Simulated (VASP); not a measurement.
A run of VASP 6.6.1 is set up as follows.

Contents of INCAR:

```
SYSTEM = HfSiO4
  ALGO = Normal
  EDIFF = 1E-6
  ENCUT = 600
  GGA = PE
  GGA_COMPAT = .False.
  ISIF = 2
  ISMEAR = 0
  LASPH = .True.
  LCHARG = .False.
  LREAL = .False.
  LWAVE = .False.
  NBANDS = 50
  NELM = 120
  PREC = Accurate
  SIGMA = 0.02
```

Contents of KPOINTS:

```
k-points
0
Gamma
  6 6 6
  0 0 0
```

The input POSCAR:

```
HfSiO4
1.0
   -3.3226794487      3.3226794487      3.0071135485
    3.3226794487     -3.3226794487      3.0071135485
    3.3226794487      3.3226794487     -3.0071135485
Hf Si O
2 2 8
Direct
    0.7500000000      0.2500000000      0.5000000000
    0.0000000000      0.0000000000      0.0000000000
    0.2500000000      0.7500000000      0.5000000000
    0.5000000000      0.5000000000      0.0000000000
    0.1347311626      0.3189253839      0.8158057787
    0.0689253839      0.7531196052      0.6841942213
    0.5031196052      0.3189253839      0.1841942213
    0.0689253839      0.3847311626      0.3158057787
    0.6152688374      0.9310746161      0.6841942213
    0.6810746161      0.8652688374      0.1841942213
    0.2468803948      0.9310746161      0.3158057787
    0.6810746161      0.4968803948      0.8158057787
```

Potentials or basis: VASP PAW PBE potentials, release 64 (Hf_pv, Si, O).

Command:

```console
$ cat potpaw_PBE.64/Hf_pv/POTCAR potpaw_PBE.64/Si/POTCAR potpaw_PBE.64/O/POTCAR > POTCAR
$ mpirun -np 1 vasp_std > vasp.out
```

Task: Estimate the band gap on the k mesh.

Result: 5.27 eV (least direct gap 5.60 eV).

Task: What does it give for the pressure?

Result: -1.9 GPa.

Forces in eV/Å, atoms in the order of the input:
```
Hf   0.000  0.000  0.000
Hf   0.000  0.000  0.000
Si   0.000  0.000  0.000
Si   0.000  0.000  0.000
O    0.000 -0.124 -0.131
O    0.124  0.000 -0.131
O    0.000  0.124 -0.131
O   -0.124  0.000 -0.131
O    0.000  0.124  0.131
O    0.124  0.000  0.131
O    0.000 -0.124  0.131
O   -0.124  0.000  0.131
```

Caveat: spin-orbit coupling is left out, which moves the levels of the heavy elements. As with any semilocal functional, this PBE gap is likely too small.
